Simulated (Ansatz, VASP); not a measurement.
# Be: VASP beside Ansatz

```xyz
2
Lattice="0.0000 2.4376 2.4376 2.4376 0.0000 2.4376 2.4376 2.4376 0.0000" Properties=species:S:1:pos:R:3 pbc="T T T"
Be    0.6094    0.6094    0.6094
Be    4.2659    4.2659    4.2659
```

Alike in both runs: functional PBEsol; k mesh 12 × 12 × 12; occupations fermi-dirac, width 0.1 eV; no spin polarisation.

Ansatz relaxed the structure, and its values are those at the end. VASP's run is a single point on that final structure, the one shown.

|  | VASP | Ansatz |
| --- | --- | --- |
| version | VASP 6.6.1 | Ansatz 0.2.0 |
| potentials or method | VASP PAW PBE potentials, release 64 (Be), cutoff 520 eV | plane waves (420 eV) with PAW, scalar-relativistic |
| valence electrons in the cell | 4 | 4 |

```csv
,VASP,Ansatz,Ansatz less VASP
pressure (GPa),0.1,0.0,-0.11
```

VASP's potentials were made for PBE, not for PBEsol, and Ansatz warns of the same on its side. The functional is the same, so the differences come from potentials, cutoffs and numerics.
